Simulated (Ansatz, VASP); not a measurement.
**WSe2 in VASP and in Ansatz**

```xyz
6
Lattice="3.2790 0.0000 0.0000 -1.6395 2.8397 0.0000 0.0000 0.0000 12.7886" Properties=species:S:1:pos:R:3 pbc="T T T"
W     0.1212    2.0143    3.1972
W     1.6395    0.9466    9.5915
Se    0.0004    1.8935    7.9071
Se    1.4981    0.8052    1.5128
Se    0.0004    1.8935   11.2758
Se    1.4981    0.8052    4.8815
```

Change from the starting cell: mode 11 (242.9 1/cm) frozen in, largest displacement -0.200 Å.

Alike in both runs: task single point; functional PBE; dispersion D3(BJ); k mesh 12 × 12 × 2; occupations gaussian, width 0.05 eV; no spin polarisation.

|  | VASP | Ansatz |
| --- | --- | --- |
| version | VASP 6.6.1 | Ansatz 0.2.0 |
| potentials or method | VASP PAW PBE potentials, release 64 (W_sv, Se), cutoff 520 eV | scalar-relativistic, plane waves, PAW |
| valence electrons in the cell | 52 | 92 |

Ansatz gave:

- gap on the k mesh at the Fermi level (eV): 0.50
- least direct gap on the mesh (eV): 0.71
- pressure (GPa): 3.2
- traceless stress, the component that is largest in VASP (GPa): -4.08
- rms of the force components (eV/Å): 1.679

**Question.** Estimate VASP's values.

**Answer.** gap on the k mesh at the Fermi level (eV): 0.50; least direct gap on the mesh (eV): 0.71; pressure (GPa): 3.5; traceless stress, the component that is largest in VASP (GPa): -4.17; rms of the force components (eV/Å): 1.687.

Atom by atom the forces differ by 0.024 eV/Å (rms over components). VASP's potentials hold 52 valence electrons a cell and Ansatz's 92, so a difference there can come from the potentials and not from the codes.

Spin-orbit coupling is off throughout.
